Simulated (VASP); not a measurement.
Set up this calculation in VASP 6.6.1, as the native input.

* Task: single point
* Functional: r2SCAN
* Potentials or basis: VASP PAW PBE potentials, release 64 (Cd, S)
* Cutoff: 520 eV
* k mesh: 8 × 8 × 8
* Occupations: fermi-dirac, width 0.02 eV
* Spin: no spin polarisation
* Dipole correction: no
* Further INCAR settings: ALGO = Normal; EDIFF = 1e-07; NBANDS = 16

Crystal: CdS.

```
CELL_PARAMETERS angstrom
-0.10743 2.61934 2.61934
2.61934 -0.10743 2.61934
2.61934 2.61934 -0.10743
ATOMIC_POSITIONS crystal
Cd 0.00000 0.00000 0.00000
S 0.50000 0.50000 0.50000
```

This cell differs from its parent crystal: strain along [111] -5.9%.

The input as run:

POSCAR

```
CdS
1.0
   -0.1074349958      2.6193415484      2.6193415484
    2.6193415484     -0.1074349958      2.6193415484
    2.6193415484      2.6193415484     -0.1074349958
Cd S
1 1
Direct
    0.0000000000      0.0000000000      0.0000000000
    0.5000000000      0.5000000000      0.5000000000
```

INCAR.step1

```
SYSTEM = CdS
PREC     = Accurate       ! precision mode
ENCUT    = 520            ! plane-wave cutoff, eV
ISMEAR   = -1             ! smearing method
SIGMA    = 0.02           ! smearing width, eV
LREAL    = .FALSE.        ! projectors in reciprocal space
LASPH    = .TRUE.         ! aspherical terms in the spheres
NELM     = 60             ! most SCF steps
NBANDS   = 16             ! bands
GGA      = PE             ! functional
ALGO     = Normal         ! electronic algorithm
EDIFF    = 1E-4           ! SCF threshold, eV
LWAVE    = .TRUE.         ! write WAVECAR
LCHARG   = .FALSE.        ! write CHGCAR
```

INCAR.step2

```
SYSTEM = CdS
PREC     = Accurate       ! precision mode
ENCUT    = 520            ! plane-wave cutoff, eV
EDIFF    = 1E-7           ! SCF threshold, eV
ISMEAR   = -1             ! smearing method
SIGMA    = 0.02           ! smearing width, eV
LREAL    = .FALSE.        ! projectors in reciprocal space
LASPH    = .TRUE.         ! aspherical terms in the spheres
NELM     = 60             ! most SCF steps
ALGO     = Normal         ! electronic algorithm
ISIF     = 2              ! what is computed and relaxed
LWAVE    = .FALSE.        ! write WAVECAR
LCHARG   = .TRUE.         ! write CHGCAR
METAGGA  = R2SCAN         ! meta-GGA
LMIXTAU  = .TRUE.       
LELF     = .TRUE.         ! ELF
LVHAR    = .TRUE.       
NBANDS   = 16             ! bands
ISTART   = 1
```

KPOINTS

```
regular mesh
0
G
  8 8 8
  0 0 0
```

Potentials or basis: VASP PAW PBE potentials, release 64 (Cd, S).

Run with:

```bash
$ cat potpaw_PBE.64/Cd/POTCAR potpaw_PBE.64/S/POTCAR > POTCAR
$ cp INCAR.step1 INCAR
$ mpirun -np 1 vasp_std > vasp.out
$ cp INCAR.step2 INCAR
$ mpirun -np 1 vasp_std > vasp.out
```

It gave:

The pressure is 6.3 GPa and the band gap on the k mesh is 0.61 eV (least direct gap 2.42 eV).

Caveat: the cell differs from its parent crystal (strain along [111] -5.9%); the cell stands under pressure; the PAW data sets were made with another functional, which shifts forces and pressure a little.

Run time: 3.4 min on 1 thread of Intel Xeon 8259CL (shared host), peak memory 0.19 GiB.
